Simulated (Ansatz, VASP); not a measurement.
**Two plane-wave programs on SiF**

```xyz
2
Lattice="3.0256 0.0000 0.0000 0.0000 3.0256 0.0000 0.0000 0.0000 3.0256" Properties=species:S:1:pos:R:3 pbc="T T T"
Si    1.5128    1.5128    1.5128
F     0.0000    0.0000    0.0000
```

Alike in both runs: functional PBE; k mesh 6 × 6 × 6; occupations gaussian, width 0.2 eV; no spin polarisation.

Ansatz relaxed the structure, and its values are those at the end. VASP's run is a single point on that final structure, the one shown.

|  | VASP | Ansatz |
| --- | --- | --- |
| version | VASP 6.6.1 | Ansatz 0.2.0 |
| potentials or method | VASP PAW PBE potentials, release 64 (Si, F), cutoff 600 eV | scalar-relativistic, plane waves, PAW |
| valence electrons in the cell | 11 | 11 |

Ansatz gave:

* gap on the k mesh at the Fermi level (eV): none
* pressure (GPa): 0.6

Task: What did VASP give for the same quantities?

Result: gap on the k mesh at the Fermi level (eV): none; pressure (GPa): 0.3.

A gap of «none» marks a metal or a gap that the smearing closes.
